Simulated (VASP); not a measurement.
# CsGa (Fd-3m) in VASP: further runs

CsGa is run at these levels: PBE; tasks: single point, relaxation of cell and atoms.

Program: VASP 6.6.1. These are calculated values, not measurements. Logs are shortened: lines on timing, memory, paths and dates and some standing lists are left out, and cuts for length are marked.

### Step 1. The cell of the first run

It takes space group Fd-3m (No. 227, cubic). Conventional cell: a = 8.402 Å, b = 8.402 Å, c = 8.402 Å, α = 90.00°, β = 90.00°, γ = 90.00°. Cs (site symmetry -43m) has 4 Cs at 3.64 Å and 10 Ga at 3.64 to 4.20 Å within 4.8 Å. Within 4.8 Å of Ga (site symmetry -43m) lie 10 Cs at 3.64 to 4.20 Å and 4 Ga at 3.64 Å.

### Step 2. Single point, PBE

File INCAR:

```
  ALGO = Fast
  EDIFF = 1E-7
  ENCUT = 520
  GGA = PE
  ISIF = 2
  ISMEAR = 0
  LASPH = T
  LCHARG = F
  LREAL = F
  LWAVE = F
  NBANDS = 30
  NELM = 60
  PREC = Accurate
  SIGMA = 0.1
```

File KPOINTS:

```
k-points
0
Gamma
  10 10 10
```

File POSCAR:

```
CsGa
1.0
    0.0000000000      4.2010399655      4.2010399655
    4.2010399655      0.0000000000      4.2010399655
    4.2010399655      4.2010399655      0.0000000000
Cs Ga
2 2
Direct
    0.5000000000      0.5000000000      0.5000000000
    0.7500000000      0.7500000000      0.7500000000
    0.0000000000      0.0000000000      0.0000000000
    0.2500000000      0.2500000000      0.2500000000
```

Potentials or basis: VASP PAW PBE potentials, release 64 (Cs_sv, Ga_d).

Run with:

```sh
$ cat potpaw_PBE.64/Cs_sv/POTCAR potpaw_PBE.64/Ga_d/POTCAR > POTCAR
$ mpirun -np 1 vasp_std > vasp.out
```

OUTCAR:

```text
EDIFF = 1E-7
   ENCUT = 520
   GGA = PE
   ISIF = 2
   ISMEAR = 0
   LASPH = T
   LREAL = F
   NELM = 60
   PREC = Accurate

 ion  position               nearest neighbor table
   1  0.500  0.500  0.500-
   2  0.750  0.750  0.750-
   3  0.000  0.000  0.000-
   4  0.250  0.250  0.250-

  LATTYP: Found a face centered cubic cell.
 ALAT       =     8.4020799310

  Lattice vectors:

 A1 = (   0.0000000000,   4.2010399655,   4.2010399655)
 A2 = (   4.2010399655,   0.0000000000,   4.2010399655)
 A3 = (   4.2010399655,   4.2010399655,   0.0000000000)

Analysis of symmetry for initial positions (statically):
=====================================================================
 Subroutine PRICEL returns:
 Original cell was already a primitive cell.

 Routine SETGRP: Setting up the symmetry group for a
 face centered cubic supercell.

 Subroutine GETGRP returns: Found 48 space group operations
 (whereof 24 operations were pure point group operations)
 out of a pool of 48 trial point group operations.

The static configuration has the point symmetry T_d .
 The point group associated with its full space group is O_h .

Analysis of symmetry for dynamics (positions and initial velocities):
=====================================================================
 Subroutine PRICEL returns:
 Original cell was already a primitive cell.

 Routine SETGRP: Setting up the symmetry group for a
 face centered cubic supercell.

 Subroutine GETGRP returns: Found 48 space group operations
 (whereof 24 operations were pure point group operations)
 out of a pool of 48 trial point group operations.

The dynamic configuration has the point symmetry T_d .
 The point group associated with its full space group is O_h .

 Subroutine INISYM returns: Found 48 space group operations
 (whereof 24 operations are pure point group operations),
 and found     1 'primitive' translations

----------------------------------------------------------------------------------------

                                     Primitive cell

  volume of cell :     148.2861

  direct lattice vectors                    reciprocal lattice vectors
     0.000000000  4.201039965  4.201039965    -0.119018149  0.119018149  0.119018149
     4.201039965  0.000000000  4.201039965     0.119018149 -0.119018149  0.119018149
     4.201039965  4.201039965  0.000000000     0.119018149  0.119018149 -0.119018149

  length of vectors
     5.941167695  5.941167695  5.941167695     0.206145481  0.206145481  0.206145481

  position of ions in fractional coordinates (direct lattice)
     0.500000000  0.500000000  0.500000000
     0.750000000  0.750000000  0.750000000
     0.000000000  0.000000000  0.000000000
     0.250000000  0.250000000  0.250000000

  ion indices of the primitive-cell ions
   primitive index   ion index
                 1           1
                 2           2
                 3           3
                 4           4

----------------------------------------------------------------------------------------

 KPOINTS: k-points

Automatic generation of k-mesh.
 Grid dimensions read from file:
 generate k-points for:   10   10   10

 Generating k-lattice:

  Cartesian coordinates                     Fractional coordinates (reciprocal lattice)
    -0.011901815  0.011901815  0.011901815     0.100000000  0.000000000  0.000000000
     0.011901815 -0.011901815  0.011901815     0.000000000  0.100000000  0.000000000
     0.011901815  0.011901815 -0.011901815     0.000000000  0.000000000  0.100000000

  Length of vectors
     0.020614548  0.020614548  0.020614548

  Shift w.r.t. Gamma in fractional coordinates (k-lattice)
     0.000000000  0.000000000  0.000000000

 Subroutine IBZKPT returns following result:
 ===========================================

 Found     47 irreducible k-points:

 Following reciprocal coordinates:
            Coordinates               Weight
  0.000000  0.000000  0.000000      1.000000
  0.100000  0.000000  0.000000      8.000000
  0.200000  0.000000  0.000000      8.000000
  0.300000  0.000000  0.000000      8.000000
  0.400000  0.000000  0.000000      8.000000
  0.500000  0.000000  0.000000      4.000000
[... 16 lines left out ...]
  0.300000  0.300000  0.000000      6.000000
  0.400000  0.300000  0.000000     24.000000
 [... further k-points ...]
   k-points           NKPTS =     47   k-points in BZ     NKDIM =     47   number of bands    NBANDS=     30
   number of dos      NEDOS =    301   number of ions     NIONS =      4
   total plane-waves  NPLWV = 110592
   dimension x,y,z NGX =    48 NGY =   48 NGZ =   48
   dimension x,y,z NGXF=    96 NGYF=   96 NGZF=   96
   ions per type =               2   2
   NGX,Y,Z   is equivalent  to a cutoff of  13.43, 13.43, 13.43 a.u.
   NGXF,Y,Z  is equivalent  to a cutoff of  26.86, 26.86, 26.86 a.u.
 SYSTEM =  unknown system
   PREC   = accura    normal or accurate (medium, high low for compatibility)
   ISTART =      0    job   : 0-new  1-cont  2-samecut
   ICHARG =      2    charge: 1-file 2-atom 10-const
   ISPIN  =      1    spin polarized calculation?
   LNONCOLLINEAR =      F non collinear calculations
   LSORBIT =      F    spin-orbit coupling
   LASPH  =      T    aspherical Exc in radial PAW
   ENCUT  =  520.0 eV  38.22 Ry    6.18 a.u.  11.05 11.05 11.05*2*pi/ulx,y,z
   NELM   =     60;   NELMIN=  2; NELMDL= -5     # of ELM steps
   EDIFF  = 0.1E-06   stopping-criterion for ELM
   LREAL  =      F    real-space projection
   EDIFFG = 0.1E-05   stopping-criterion for IOM
   NSW    =      0    number of steps for IOM
   IBRION =     -1    ionic relax: 0-MD 1-quasi-New 2-CG
   NFREE  =      0    steps in history (QN), initial steepest desc. (CG)
   ISIF   =      2    stress and relaxation
   ISYM   =      2    0-nonsym 1-usesym 2-fastsym
   POTIM  = 0.5000    time-step for ionic-motion
   TEBEG  =    0.0;   TEEND  =   0.0 temperature during run
   PSTRESS=    0.0 pullay stress
   NELECT =      44.0000    total number of electrons
   NUPDOWN=      -1.0000    fix difference up-down
   EMIN   =  10.00;   EMAX   =-10.00  energy-range for DOS
   EFERMI =   0.00;   METHOD = LEGACY
   ISMEAR =     0;   SIGMA  =   0.10  broadening in eV -4-tet -1-fermi 0-gaus
   EFERMI_NEDOS =   21; number of points for ismear=-14 and -15
   IALGO  =     68    algorithm
   IMIX   =      4    mixing-type and parameters
     AMIX     =   0.40;   BMIX     =  1.00
     AMIX_MAG =   1.60;   BMIX_MAG =  1.00
  volume/ion in A,a.u.               =      37.07       250.17
  Fermi-wavevector in a.u.,A,eV,Ry     =   1.091924  2.063436 16.222187  1.192297
  Thomas-Fermi vector in A             =   2.228179
   LORBIT       =      0    0 simple, 1 ext, 2 COOP (PROOUT), +10 PAW based schemes
   GGA     = PE    functional components
   LHFCALC =     F    Hartree Fock is set to
   AEXX    =    0.0000 exact exchange contribution
   IVDW    =     0    specifies the selected vdW correction
   LEPSILON=     F    determine dielectric tensor
   LRPA    =     F    only Hartree local field effects (RPA)
 non-spin polarized calculation
 RMM-DIIS sequential band-by-band and
 Gauss-broadening in eV      SIGMA  =   0.10
  energy-cutoff  :      520.00
  volume of cell :      148.29
 maximum number of plane-waves:      4015
 NGX is ok and might be reduce to    48
   NGX = 23   NGY = 23   NGZ = 23

 number of electron      44.0000008 magnetization

 Free energy of the ion-electron system (eV)
  ---------------------------------------------------
  ext. energy  EPLUGINS =         0.00000000
  ---------------------------------------------------
  free energy    TOTEN  =        -6.61719185 eV

  energy without entropy =       -6.60924669  energy(sigma->0) =       -6.61321927

 E-fermi :   2.7326     XC(G=0):  -8.6483

 val. band max:        2.7222593410   @ k =   0.1000   0.1000   0.0000
 cond. band min:       2.7516976789   @ k =   0.2000   0.2000   0.0000
 fundamental gap:      0.0294383378
 Fermi energy:         2.7325606543

 k-point     1 :       0.0000    0.0000    0.0000
  band No.  band energies     occupation
      1     -20.2816      2.00000
      2     -19.7965      2.00000
      3     -11.9603      2.00000
      4     -11.9603      2.00000
      5     -11.9603      2.00000
      6     -11.9569      2.00000
[... 22 lines left out ...]
     29       6.9124      0.00000
     30       8.3070      0.00000

 k-point     2 :       0.1000    0.0000    0.0000
  band No.  band energies     occupation
      1     -20.2730      2.00000
      2     -19.8058      2.00000
      3     -11.9610      2.00000
      4     -11.9610      2.00000
      5     -11.9599      2.00000
      6     -11.9561      2.00000
[... 22 lines left out ...]
     29       7.2206      0.00000
     30       8.2673      0.00000

 k-point     3 :       0.2000    0.0000    0.0000
  band No.  band energies     occupation
      1     -20.2490      2.00000
      2     -19.8318      2.00000
      3     -11.9620      2.00000
      4     -11.9620      2.00000
      5     -11.9588      2.00000
      6     -11.9547      2.00000
[... 22 lines left out ...]
     29       7.4843      0.00000
     30       8.3302      0.00000

 k-point     4 :       0.3000    0.0000    0.0000
  band No.  band energies     occupation
      1     -20.2144      2.00000
      2     -19.8689      2.00000
      3     -11.9624      2.00000
      4     -11.9624      2.00000
      5     -11.9578      2.00000
      6     -11.9540      2.00000
[... 22 lines left out ...]
     29       6.9244      0.00000
     30       8.0985      0.00000

 k-point     5 :       0.4000    0.0000    0.0000
  band No.  band energies     occupation
      1     -20.1797      2.00000
      2     -19.9055      2.00000
      3     -11.9625      2.00000
      4     -11.9625      2.00000
      5     -11.9570      2.00000
      6     -11.9539      2.00000
[... 22 lines left out ...]
     29       6.7940      0.00000
     30       8.0790      0.00000
[... 526 lines left out ...]
     29       6.9273      0.00000
     30       7.1241      0.00000

 k-point    22 :      -0.2000    0.2000    0.0000
  band No.  band energies     occupation
      1     -20.2005      2.00000
      2     -19.8836      2.00000
      3     -11.9638      2.00000
      4     -11.9620      2.00000
      5     -11.9568      2.00000
      6     -11.9542      2.00000
[... 22 lines left out ...]
     29       7.1184      0.00000
     30       7.2714      0.00000

 k-point    23 :       0.3000    0.3000    0.0000
  band No.  band energies     occupation
      1     -20.1848      2.00000
      2     -19.9002      2.00000
      3     -11.9622      2.00000
      4     -11.9622      2.00000
      5     -11.9596      2.00000
      6     -11.9525      2.00000
[... 22 lines left out ...]
     29       7.8146      0.00000
     30       7.9699      0.00000

 k-point    24 :       0.4000    0.3000    0.0000
  band No.  band energies     occupation
      1     -20.1506      2.00000
      2     -19.9360      2.00000
      3     -11.9630      2.00000
      4     -11.9627      2.00000
      5     -11.9577      2.00000
      6     -11.9512      2.00000
[... 22 lines left out ...]
     29       7.1075      0.00000
     30       7.6093      0.00000

 [... further k-points ...]
[... 5 lines left out ...]
  --------------------------------------------------------------------------------------
  -------------------------------------------------------------------------------------
  Total        0.1064395      0.1064395      0.1064395      0.0000000      0.0000000      0.0000000
  in kB        1.1500397      1.1500397      1.1500397      0.0000000      0.0000000      0.0000000
  external PRESSURE =       1.1500397 kB  Pullay stress =       0.0000000 kB

 VOLUME and BASIS-vectors are now :
 -----------------------------------------------------------------------------
  energy-cutoff  :      520.00
  volume of cell :      148.29
      direct lattice vectors                 reciprocal lattice vectors
     0.000000000  4.201039965  4.201039965    -0.119018149  0.119018149  0.119018149
     4.201039965  0.000000000  4.201039965     0.119018149 -0.119018149  0.119018149
     4.201039965  4.201039965  0.000000000     0.119018149  0.119018149 -0.119018149

 POSITION                                       TOTAL-FORCE (eV/Angst)
 -----------------------------------------------------------------------------------
      4.20104      4.20104      4.20104        -0.000000     -0.000000      0.000000
      6.30156      6.30156      6.30156         0.000000      0.000000      0.000000
      0.00000      0.00000      0.00000        -0.000000     -0.000000     -0.000000
      2.10052      2.10052      2.10052         0.000000      0.000000      0.000000
 -----------------------------------------------------------------------------------
    total drift:                               -0.000000     -0.000000     -0.000000

  FREE ENERGIE OF THE ION-ELECTRON SYSTEM (eV)
  ---------------------------------------------------
  free  energy   TOTEN  =        -6.6171918504 eV

  energy  without entropy=       -6.6092466898  energy(sigma->0) =       -6.61321927
```

Run time: 7.6 min. Hardware: 1 thread of Oxide Virtual Turin-like, shared host; peak memory 0.39 GiB.

Results:

* Free energy: -6.6172 eV
* Pressure: 0.1 GPa
* Band gap on the k mesh: zero (bands 22 and 23 overlap by 0.12 eV)

Levels at points of the mesh, in eV from the Fermi level:
| k point | band 18 | band 19 | band 20 | band 21 | band 22 | band 23 | band 24 | band 25 | band 26 | band 27 |
| --- | --- | --- | --- | --- | --- | --- | --- | --- | --- | --- |
| (0.00, 0.00, 0.00) | -9.27 | -6.38 | -3.44 | -0.04 | -0.04 | -0.04 | 1.53 | 1.53 | 1.53 | 1.71 |
| (0.50, 0.00, 0.00) | -9.11 | -5.35 | -4.60 | -0.58 | -0.58 | -0.07 | 1.58 | 1.58 | 3.08 | 4.02 |
| (0.50, 0.50, 0.00) | -8.93 | -5.03 | -5.03 | -0.11 | -0.11 | 0.96 | 0.96 | 3.16 | 3.17 | 3.29 |

Caveat: spin-orbit coupling is left out, which moves the levels of the heavy elements.

### Step 3. Relaxation of cell and atoms, PBE

File INCAR:

```
ALGO     = Fast           # electronic algorithm
EDIFF    = 1E-6           # SCF threshold, eV
EDIFFG   = -0.01          # ionic threshold
ENCUT    = 600            # plane-wave cutoff, eV
GGA      = PE             # functional
IBRION   = 2              # ionic algorithm
ISIF     = 3              # what is computed and relaxed
ISMEAR   = 0              # smearing method
LASPH    = True           # aspherical terms in the spheres
LCHARG   = False          # write CHGCAR
LREAL    = False          # projectors in reciprocal space
LWAVE    = False          # write WAVECAR
NELM     = 80             # most SCF steps
NSW      = 100            # ionic steps
PREC     = Accurate       # precision mode
SIGMA    = 0.1            # smearing width, eV
```

KPOINTS is that of step 2.

POSCAR is that of step 2.

Potentials or basis: VASP PAW PBE potentials, release 64 (Cs_sv, Ga_d).

Run with:

```sh
$ cat potpaw_PBE.64/Cs_sv/POTCAR potpaw_PBE.64/Ga_d/POTCAR > POTCAR
$ mpirun -np 1 vasp_std > vasp.out
```

It took 13 min on 1 thread of Oxide Virtual Turin-like, shared host; peak memory 0.43 GiB.

The run converged. Its results:

* Free energy: -6.6171 eV
* Relaxed volume: 37.26 Å³/atom
* Relaxed cell: a = 5.951 Å, b = 5.951 Å, c = 5.951 Å, α = 60.00°, β = 60.00°, γ = 60.00°
* Space group after relaxing (to 0.1 Å): Fd-3m (No. 227)
* Energy gained by relaxing: 0.1 meV/atom
* Ionic steps: 3
* Pressure after relaxing: 0.0 GPa
* Band gap on the k mesh: zero (bands 22 and 23 overlap by 0.13 eV)

Step by step:
```tsv
step	energy change (eV)	largest force (eV/Å)	pressure (GPa)	volume (Å³)
1	0.0000	0.0000	0.10	148.29
2	-0.0002	0.0000	0.05	148.78
3	-0.0003	0.0000	0.04	149.03
```

Final structure:
```yaml
crystal:
  lattice:
    - [0.00000, 4.20809, 4.20809]
    - [4.20809, 0.00000, 4.20809]
    - [4.20809, 4.20809, 0.00000]
  atoms:
    - { symbol: Cs, position: [0.50000, 0.50000, 0.50000] }
    - { symbol: Cs, position: [0.75000, 0.75000, 0.75000] }
    - { symbol: Ga, position: [0.00000, 0.00000, 0.00000] }
    - { symbol: Ga, position: [0.25000, 0.25000, 0.25000] }
```

Levels at points of the mesh, in eV from the Fermi level:
```tsv
k point	band 18	band 19	band 20	band 21	band 22	band 23	band 24	band 25	band 26
(0.00, 0.00, 0.00)	-9.28	-6.37	-3.45	-0.03	-0.03	-0.03	1.52	1.53	1.71
(0.50, 0.00, 0.00)	-9.12	-5.35	-4.60	-0.57	-0.57	-0.08	1.58	1.58	3.07
(0.50, 0.50, 0.00)	-8.94	-5.03	-5.03	-0.11	-0.11	0.95	0.95	3.15	3.27
```

Caveat: spin-orbit coupling is left out, which moves the levels of the heavy elements.

The gap in the log of VASP goes by the Fermi energy; the results here count the filled bands.